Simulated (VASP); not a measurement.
# BiMo: single point with r2SCAN+U

BiMo:

```xyz
2
Lattice="0.0000 2.8274 2.8274 2.8274 0.0000 2.8274 2.8274 2.8274 0.0000" Properties=species:S:1:pos:R:3 pbc="T T T"
Mo    2.8274    2.8274    2.8274
Bi    0.0000    0.0000    0.0000
```

- Program: VASP 6.6.1
- Task: single point
- Functional: r2SCAN
- Potentials or basis: VASP PAW PBE potentials, release 64 (Mo_sv, Bi_d)
- Cutoff: 520 eV
- k mesh: 10 × 10 × 10
- Occupations: tetrahedron
- Spin: no spin polarisation
- Hubbard terms: Mo d U = 8.0 eV

| Item | Value |
| --- | --- |
| Pressure | 8.3 GPa |
| Band gap on the k mesh | zero (an odd number of electrons rules out a gap without spin polarisation) |

Levels at points of the mesh, in eV from the Fermi level:
```csv
k point,band 12,band 13,band 14,band 15,band 16,band 17,band 18,band 19
"(0.00, 0.00, 0.00)",-1.49,-1.49,1.17,1.17,1.62,1.62,1.62,5.33
"(0.50, 0.00, 0.00)",-2.69,-2.69,-0.07,-0.07,0.23,4.33,7.13,7.13
"(0.50, 0.50, 0.00)",-2.50,-1.13,-1.13,-0.01,-0.01,1.85,2.58,4.36
```

Eigenvalues of the final occupation matrices:
| site | spin | trace | eigenvalues |
| --- | --- | --- | --- |
| site 1 d | 1 | 1.96 | 0.21 0.21 0.51 0.51 0.51 |
| site 1 d | 2 | 1.96 | 0.21 0.21 0.51 0.51 0.51 |

Wall time 110 s on 1 thread of Intel(R) Xeon(R) 6975P-C (Granite Rapids), with other jobs on the host, peak memory 0.2 GiB.

Caveat: the cell stands under pressure; the PAW data sets were made with another functional, which shifts forces and pressure a little; spin-orbit coupling is left out, which moves the levels of the heavy elements; U without spin polarisation on a metal has little footing; the U is typed as a test and isn't derived for this compound; tetrahedron occupations give inexact forces and stress in metals.
